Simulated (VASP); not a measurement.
Write the native input for VASP 6.6.1 that does the following.

| Quantity | Value |
| --- | --- |
| Task | single point |
| Functional | PBE |
| Potentials or basis | VASP PAW PBE potentials, release 64 (Ba_sv, H) |
| Cutoff | 520 eV |
| k mesh | 1 × 1 × 1 |
| Occupations | fermi-dirac, width 0.15 eV |
| Spin | no spin polarisation |
| Dipole correction | no |
| Further INCAR settings | LREAL = Auto; ALGO = Normal; EDIFF = 1e-06; NBANDS = 94 |

The structure of Ba16H (a cell with a defect) lies in POSCAR:

```
Ba16H
1.0
   10.0400000000      0.0000000000      0.0000000000
    0.0000000000     10.0400000000      0.0000000000
    0.0000000000      0.0000000000     10.0400000000
Ba H
16 1
Direct
    0.0268127490      0.0179083665     -0.0007768924
    0.5421115538     -0.0146115538     -0.0159362550
   -0.0215239044      0.4741932271      0.0152788845
    0.0359362550      0.0185059761      0.5005876494
    0.2804183267      0.2564641434      0.2738944223
    0.4977689243      0.5101394422     -0.0178486056
    0.4911354582     -0.0233864542      0.4844621514
    0.7234063745      0.2752390438      0.2441733068
   -0.0134262948      0.5127689243      0.4921912351
    0.2385258964      0.7282470120      0.2073207171
    0.2611454183      0.2118227092      0.7899800797
    0.4965737052      0.5086454183      0.5062549801
    0.7446314741      0.7369820717      0.2421613546
    0.6897310757      0.2379880478      0.7564043825
    0.2659760956      0.7787151394      0.7720517928
    0.7479083665      0.7713446215      0.7528286853
    0.2912948207      0.0260756972      0.6161852590
```

These files were run (other wordings do the same):

INCAR

```
SYSTEM = Ba16H
PREC = Accurate
ENCUT = 520
EDIFF = 1E-6
ISMEAR = -1
SIGMA = 0.15
LREAL = Auto
LASPH = .TRUE.
NELM = 80
ALGO = Normal
ISIF = 2
LWAVE = .FALSE.
LCHARG = .FALSE.
GGA = PE
NBANDS = 94
```

KPOINTS

```
Automatic mesh
0
G
  1 1 1
  0 0 0
```

Potentials or basis: VASP PAW PBE potentials, release 64 (Ba_sv, H).

Launch:

```bash
$ cat potpaw_PBE.64/Ba_sv/POTCAR potpaw_PBE.64/H/POTCAR > POTCAR
$ mpirun -np 1 vasp_gam > vasp.out
```

It gave:

```
Pressure      : -0.5 GPa
Largest force : 1.143 eV/Å
```

Caveat: the k points lie up to 0.63 Å⁻¹ apart.

Wall time 3.2 min on 1 thread of Intel(R) Xeon(R) 6975P-C (Granite Rapids), with other jobs on the host, peak memory 0.92 GiB.
